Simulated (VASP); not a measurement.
# MgS (Niningerite) (Fm-3m) in VASP: settings compared, part 2 of 2

VASP 6.6.1. The steps go on from the part before.

## Step 5: Single point, LDA

This run uses another cell than the first one, of 18.31 Å³/atom, 1.020 times its volume.

File INCAR:

```
PREC = Accurate
ENCUT = 520
EDIFF = 1E-7
ISMEAR = -1
SIGMA = 0.05
LREAL = F
LASPH = T
NELM = 60
ALGO = Normal
ISIF = 2
LWAVE = F
LCHARG = T
GGA = CA
LELF = T
LVHAR = T
NBANDS = 11
```

File KPOINTS:

```
Automatic mesh
0
Gamma
  9 9 9
```

File POSCAR:

```
MgS
1.0
    0.0000000000      2.6358861629      2.6358861629
    2.6358861629      0.0000000000      2.6358861629
    2.6358861629      2.6358861629      0.0000000000
S Mg
1 1
Direct
    0.5000000000      0.5000000000      0.5000000000
    0.0000000000      0.0000000000      0.0000000000
```

Potentials or basis: VASP PAW LDA potentials, release 64 (S, Mg).

Command:

```bash
$ cat potpaw_LDA.64/S/POTCAR potpaw_LDA.64/Mg/POTCAR > POTCAR
$ mpirun -np 1 vasp_std > vasp.out
```

OUTCAR:

```text
PREC = Accurate
   ENCUT = 520
   EDIFF = 1E-7
   ISMEAR = -1
   LREAL = F
   LASPH = T
   NELM = 60
   ISIF = 2
   GGA = CA

 ion  position               nearest neighbor table
   1  0.500  0.500  0.500-   2 2.64   2 2.64   2 2.64   2 2.64   2 2.64   2 2.64
   2  0.000  0.000  0.000-   1 2.64   1 2.64   1 2.64   1 2.64   1 2.64   1 2.64

  LATTYP: Found a face centered cubic cell.
 ALAT       =     5.2717723258

  Lattice vectors:

 A1 = (   0.0000000000,   2.6358861629,   2.6358861629)
 A2 = (   2.6358861629,   0.0000000000,   2.6358861629)
 A3 = (   2.6358861629,   2.6358861629,   0.0000000000)

Analysis of symmetry for initial positions (statically):
[... 33 lines left out ...]
                                     Primitive cell

  volume of cell :      36.6277

  direct lattice vectors                    reciprocal lattice vectors
     0.000000000  2.635886163  2.635886163    -0.189689527  0.189689527  0.189689527
     2.635886163  0.000000000  2.635886163     0.189689527 -0.189689527  0.189689527
     2.635886163  2.635886163  0.000000000     0.189689527  0.189689527 -0.189689527

  length of vectors
     3.727705960  3.727705960  3.727705960     0.328551899  0.328551899  0.328551899

  position of ions in fractional coordinates (direct lattice)
[... 8 lines left out ...]
----------------------------------------------------------------------------------------

 KPOINTS: Automatic mesh

Automatic generation of k-mesh.
 Grid dimensions read from file:
 generate k-points for:    9    9    9

 Generating k-lattice:

  Cartesian coordinates                     Fractional coordinates (reciprocal lattice)
    -0.021076614  0.021076614  0.021076614     0.111111111  0.000000000  0.000000000
     0.021076614 -0.021076614  0.021076614     0.000000000  0.111111111  0.000000000
     0.021076614  0.021076614 -0.021076614     0.000000000  0.000000000  0.111111111

  Length of vectors
     0.036505767  0.036505767  0.036505767

  Shift w.r.t. Gamma in fractional coordinates (k-lattice)
     0.000000000  0.000000000  0.000000000

 Subroutine IBZKPT returns following result:
 ===========================================

 Found     35 irreducible k-points:

 Following reciprocal coordinates:
            Coordinates               Weight
  0.000000  0.000000  0.000000      1.000000
  0.111111  0.000000  0.000000      8.000000
  0.222222  0.000000  0.000000      8.000000
  0.333333  0.000000  0.000000      8.000000
  0.444444  0.000000  0.000000      8.000000
  0.111111  0.111111  0.000000      6.000000
[... 16 lines left out ...]
 -0.333333  0.333333  0.000000     12.000000
  0.444444  0.444444  0.000000      6.000000
 [... further k-points ...]
   k-points           NKPTS =     35   k-points in BZ     NKDIM =     35   number of bands    NBANDS=     11
   number of dos      NEDOS =    301   number of ions     NIONS =      2
   total plane-waves  NPLWV =  21952
   dimension x,y,z NGX =    28 NGY =   28 NGZ =   28
   dimension x,y,z NGXF=    56 NGYF=   56 NGZF=   56
   ions per type =               1   1
   NGX,Y,Z   is equivalent  to a cutoff of  12.49, 12.49, 12.49 a.u.
   NGXF,Y,Z  is equivalent  to a cutoff of  24.97, 24.97, 24.97 a.u.
 SYSTEM =  unknown system
   PREC   = accura    normal or accurate (medium, high low for compatibility)
   ISTART =      0    job   : 0-new  1-cont  2-samecut
   ICHARG =      2    charge: 1-file 2-atom 10-const
   ISPIN  =      1    spin polarized calculation?
   LNONCOLLINEAR =      F non collinear calculations
   LSORBIT =      F    spin-orbit coupling
   LASPH  =      T    aspherical Exc in radial PAW
   ENCUT  =  520.0 eV  38.22 Ry    6.18 a.u.   6.93  6.93  6.93*2*pi/ulx,y,z
   NELM   =     60;   NELMIN=  2; NELMDL= -5     # of ELM steps
   EDIFF  = 0.1E-06   stopping-criterion for ELM
   LREAL  =      F    real-space projection
   EDIFFG = 0.1E-05   stopping-criterion for IOM
   NSW    =      0    number of steps for IOM
   IBRION =     -1    ionic relax: 0-MD 1-quasi-New 2-CG
[... 8 lines left out ...]
   EMIN   =  10.00;   EMAX   =-10.00  energy-range for DOS
   EFERMI =   0.00;   METHOD = LEGACY
   ISMEAR =    -1;   SIGMA  =   0.05  broadening in eV -4-tet -1-fermi 0-gaus
   EFERMI_NEDOS =   21; number of points for ismear=-14 and -15
   IALGO  =     38    algorithm
   IMIX   =      4    mixing-type and parameters
     AMIX     =   0.40;   BMIX     =  1.00
     AMIX_MAG =   1.60;   BMIX_MAG =  1.00
  volume/ion in A,a.u.               =      18.31       123.59
  Fermi-wavevector in a.u.,A,eV,Ry     =   0.985904  1.863089 13.224967  0.972008
  Thomas-Fermi vector in A             =   2.117246
   LORBIT       =      0    0 simple, 1 ext, 2 COOP (PROOUT), +10 PAW based schemes
   GGA     = CA    functional components
   LHFCALC =     F    Hartree Fock is set to
   AEXX    =    0.0000 exact exchange contribution
   IVDW    =     0    specifies the selected vdW correction
   LEPSILON=     F    determine dielectric tensor
   LRPA    =     F    only Hartree local field effects (RPA)
 non-spin polarized calculation
  energy-cutoff  :      520.00
  volume of cell :       36.63
 maximum number of plane-waves:      1002
   NGX = 13   NGY = 13   NGZ = 13

 number of electron       8.0000001 magnetization

 Free energy of the ion-electron system (eV)
  ---------------------------------------------------
  ext. energy  EPLUGINS =         0.00000000
  ---------------------------------------------------
  free energy    TOTEN  =        -9.52676771 eV

  energy without entropy =       -9.52676771  energy(sigma->0) =       -9.52676771

 E-fermi :   4.2440     XC(G=0):  -9.8278

 val. band max:        3.2352983541   @ k =   0.0000   0.0000   0.0000
 cond. band min:       5.8380614035   @ k =   0.4444   0.4444   0.0000
 fundamental gap:      2.6027630495
 Fermi energy:         4.2439561327

 k-point     1 :       0.0000    0.0000    0.0000
  band No.  band energies     occupation
      1      -9.1870      2.00000
      2       3.2353      2.00000
      3       3.2353      2.00000
      4       3.2353      2.00000
      5       6.4282      0.00000
      6      11.0942      0.00000
      7      11.0942      0.00000
      8      11.0942      0.00000
      9      13.4561      0.00000
     10      13.4561      0.00000
     11      15.4936      0.00000

 k-point     2 :       0.1111    0.0000    0.0000
  band No.  band energies     occupation
      1      -9.0727      2.00000
      2       2.3611      2.00000
      3       3.1598      2.00000
      4       3.1598      2.00000
      5       7.1386      0.00000
      6      10.7744      0.00000
      7      11.2930      0.00000
      8      11.2930      0.00000
      9      12.8189      0.00000
     10      12.8189      0.00000
     11      15.4241      0.00000

 k-point     3 :       0.2222    0.0000    0.0000
  band No.  band energies     occupation
      1      -8.7564      2.00000
      2       0.8416      2.00000
      3       2.9839      2.00000
      4       2.9839      2.00000
      5       7.8291      0.00000
      6      10.9403      0.00000
      7      11.0358      0.00000
      8      11.0358      0.00000
      9      13.0310      0.00000
     10      13.0310      0.00000
     11      14.7410      0.00000

 k-point     4 :       0.3333    0.0000    0.0000
  band No.  band energies     occupation
      1      -8.3331      2.00000
      2      -0.5236      2.00000
      3       2.8056      2.00000
      4       2.8056      2.00000
      5       7.7509      0.00000
      6      10.3639      0.00000
      7      10.3639      0.00000
      8      12.0331      0.00000
      9      14.3296      0.00000
     10      14.5337      0.00000
     11      14.5337      0.00000
[... 239 lines left out ...]
 k-point    22 :      -0.4444    0.3333    0.0000
  band No.  band energies     occupation
      1      -7.6405      2.00000
      2      -0.5166      2.00000
      3       0.5380      2.00000
      4       1.8986      2.00000
      5       6.8248      0.00000
      6       9.4158      0.00000
      7      12.7319      0.00000
      8      12.7689      0.00000
      9      15.0278      0.00000
     10      17.2015      0.00000
     11      19.2126      0.00000

 k-point    23 :      -0.3333    0.3333    0.0000
  band No.  band energies     occupation
      1      -7.6681      2.00000
      2      -0.2988      2.00000
      3       0.0331      2.00000
      4       2.1498      2.00000
      5       7.4190      0.00000
      6      10.6508      0.00000
      7      11.8283      0.00000
      8      12.1922      0.00000
      9      14.4497      0.00000
     10      15.5085      0.00000
     11      19.2199      0.00000

 k-point    24 :       0.4444    0.4444    0.0000
  band No.  band energies     occupation
      1      -7.6650      2.00000
      2      -0.7287      2.00000
      3       1.6505      2.00000
      4       1.6505      2.00000
      5       5.8381      0.00000
      6       7.6618      0.00000
      7      14.3012      0.00000
      8      15.6401      0.00000
      9      15.6401      0.00000
     10      15.7652      0.00000
     11      19.2490      0.00000

 [... further k-points ...]
[... 5 lines left out ...]
  --------------------------------------------------------------------------------------
  -------------------------------------------------------------------------------------
  Total       -1.4469104     -1.4469104     -1.4469104      0.0000000      0.0000000     -0.0000000
  in kB      -63.2910455    -63.2910455    -63.2910455      0.0000000      0.0000000     -0.0000000
  external PRESSURE =     -63.2910455 kB  Pullay stress =       0.0000000 kB

 VOLUME and BASIS-vectors are now :
 -----------------------------------------------------------------------------
  energy-cutoff  :      520.00
  volume of cell :       36.63
      direct lattice vectors                 reciprocal lattice vectors
     0.000000000  2.635886163  2.635886163    -0.189689527  0.189689527  0.189689527
     2.635886163  0.000000000  2.635886163     0.189689527 -0.189689527  0.189689527
     2.635886163  2.635886163  0.000000000     0.189689527  0.189689527 -0.189689527

 POSITION                                       TOTAL-FORCE (eV/Angst)
 -----------------------------------------------------------------------------------
      2.63589      2.63589      2.63589         0.000000     -0.000000     -0.000000
      0.00000      0.00000      0.00000         0.000000      0.000000      0.000000
 -----------------------------------------------------------------------------------
    total drift:                                0.000000      0.000000      0.000000

  FREE ENERGIE OF THE ION-ELECTRON SYSTEM (eV)
  ---------------------------------------------------
  free  energy   TOTEN  =        -9.5267677114 eV

  energy  without entropy=       -9.5267677113  energy(sigma->0) =       -9.52676771
```

It took 12 s on 1 thread of Intel Xeon Platinum 8259CL at 2.50GHz (Skylake/Cascade Lake), shared host; peak memory 0.14 GiB.

What came out:

* Free energy: -9.5268 eV
* Pressure: -6.3 GPa
* Band gap on the k mesh: 2.60 eV, indirect (least direct gap 3.19 eV)

## Step 6: Summary

```csv
level,potentials or basis,cell,gap on the mesh (eV),pressure (GPa)
LDA,"VASP PAW LDA potentials, release 64 (S, Mg)","a = 3.704 Å, angles 60.0°, 2 atoms",2.65,-5.2
PBE,"VASP PAW PBE potentials, release 64 (S, Mg)","a = 3.655 Å, angles 60.0°, 2 atoms",2.95,2.5
PBE,"VASP PAW PBE potentials, release 64 (S, Mg)","a = 3.704 Å, angles 60.0°, 2 atoms",2.86,-0.6
LDA,"VASP PAW LDA potentials, release 64 (S, Mg)","a = 3.728 Å, angles 60.0°, 2 atoms",2.60,-6.3
```

Alike in all rows: task single point; no spin polarisation; k mesh 9 × 9 × 9; cutoff (eV) 520; smearing fermi-dirac 0.05 eV.

Total energies depend on the potentials used, so only differences within one code and one set of settings carry meaning.
